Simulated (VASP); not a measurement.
Wanted: the native input for a VASP 6.6.1 run.

```
Task                   : single point
Functional             : PBEsol
Potentials or basis    : VASP PAW PBE potentials, release 64 (Ge_d)
Cutoff                 : 520 eV
k mesh                 : 11 × 11 × 6
Occupations            : fermi-dirac, width 0.1 eV
Spin                   : no spin polarisation
Dipole correction      : no
Further INCAR settings : ALGO = Normal; EDIFF = 1e-07; NBANDS = 21
```

The structure of Ge lies in POSCAR:

```
Ge
1.0
    1.4366993076     -2.5051452748      0.0000000000
    1.4366993076      2.5051452748      0.0000000000
    0.0000000000      0.0000000000      4.5644435500
Ge
2
Direct
    0.6665533700      0.3334466300      0.2500000000
    0.3334466300      0.6665533700      0.7500000000
```

This isn't the form of Ge at room conditions, which is diamond.

These files were run (other wordings do the same):

INCAR

```
SYSTEM = Ge
PREC = Accurate ; ENCUT = 520
EDIFF = 1E-7 ; ISMEAR = -1
SIGMA = 0.1 ; LREAL = .FALSE.
LASPH = .TRUE. ; NELM = 60
ALGO = Normal ; ISIF = 2
LWAVE = .FALSE. ; LCHARG = .TRUE.
GGA = PS ; LELF = .TRUE.
LVHAR = .TRUE. ; NBANDS = 21
```

KPOINTS

```
Automatic mesh
0
G
  11 11 6
  0 0 0
```

Potentials or basis: VASP PAW PBE potentials, release 64 (Ge_d).

The run is started by

```sh
$ cat potpaw_PBE.64/Ge_d/POTCAR > POTCAR
$ mpirun -np 1 vasp_std > vasp.out
```

It gave:

```
Pressure               : 10.6 GPa
Largest force          : 0.006 eV/Å
Band gap on the k mesh : zero (bands 14 and 15 overlap by 10.50 eV)
```

Caveat: the cell stands under pressure; the PAW data sets were made with another functional, which shifts forces and pressure a little.

Run time: 72 s on 1 thread of AMD EPYC 7R13 Processor (Zen 3), on a shared host, peak memory 0.18 GiB.
